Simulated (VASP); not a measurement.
K:

```xyz
1
Lattice="-2.6180 2.6180 2.6180 2.6180 -2.6180 2.6180 2.6180 2.6180 -2.6180" Properties=species:S:1:pos:R:3 pbc="T T T"
K     0.0000    0.0000    0.0000
```

- Program: VASP 6.6.1
- Task: relaxation of cell and atoms
- Functional: LDA
- Potentials or basis: VASP PAW LDA potentials, release 64 (K_sv)
- Cutoff: 600 eV
- k mesh: 12 × 12 × 12
- Occupations: gaussian, width 0.1 eV
- Spin: no spin polarisation

At the start: pressure -0.4 GPa; volume 71.77 Å³/atom.

**Question.** How do energy, volume and symmetry change on relaxing?

**Answer.** Over 21 steps the energy falls by 10.7 meV/atom and the volume is 64.19 Å³/atom (-10.6 %); space group Im-3m (No. 229, to 0.1 Å) before and after.

Step by step:
```csv
step,energy change (eV),largest force (eV/Å),pressure (GPa),volume (Å³)
1,0.0000,0.0000,-0.41,71.77
2,-0.0043,0.0000,-0.35,69.90
3,-0.0106,0.0000,-0.02,64.49
4,-0.0107,0.0000,0.02,64.12
5,-0.0107,0.0000,-0.02,64.30
6,-0.0107,0.0000,-0.01,64.30
7,-0.0107,0.0000,-0.03,64.29
8,-0.0107,0.0000,-0.01,64.29
9,-0.0107,0.0000,-0.01,64.29
10,-0.0107,0.0000,-0.01,64.29
11,-0.0107,0.0000,-0.01,64.29
12,-0.0107,0.0000,-0.01,64.29
13,-0.0107,0.0000,-0.02,64.28
14,-0.0107,0.0000,-0.02,64.28
15,-0.0107,0.0000,-0.01,64.27
16,-0.0107,0.0000,-0.01,64.25
17,-0.0107,0.0000,-0.02,64.20
18,-0.0107,0.0000,0.01,64.11
19,-0.0107,0.0000,0.01,64.14
20,-0.0107,0.0000,0.01,64.17
21,-0.0107,0.0000,0.00,64.19
```

Final structure:
```
CELL_PARAMETERS angstrom
-2.52229 2.52229 2.52229
2.52229 -2.52229 2.52229
2.52229 2.52229 -2.52229
ATOMIC_POSITIONS crystal
K 0.00000 0.00000 0.00000
```
